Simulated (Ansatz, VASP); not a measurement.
ZnSe in VASP and in Ansatz

```
Zn Se
1.0
     0.00000    2.83380    2.83380
     2.83380    0.00000    2.83380
     2.83380    2.83380    0.00000
Zn Se
1 1
Direct
  0.00000 0.00000 0.00000
  0.25000 0.25000 0.25000
```

Alike in both runs: task single point; functional PBE; k mesh 6 × 6 × 6; occupations gaussian, width 0.1 eV; no spin polarisation.

```csv
,VASP,Ansatz
version,VASP 6.6.1,Ansatz 0.2.0
potentials or method,"VASP PAW PBE potentials, release 64 (Zn, Se), cutoff 520 eV","scalar-relativistic, plane waves, PAW"
valence electrons in the cell,18,28
```

Ansatz gave:

- gap on the k mesh at the Fermi level (eV): 1.29
- least direct gap on the mesh (eV): 1.29
- pressure (GPa): 2.1

What did VASP give for the same quantities?

gap on the k mesh at the Fermi level (eV): 1.29; least direct gap on the mesh (eV): 1.29; pressure (GPa): 2.4.

With one functional, cell and mesh, what is left measures potentials, basis and numerics. VASP's potentials hold 18 valence electrons a cell and Ansatz's 28, so a difference there can come from the potentials and not from the codes.
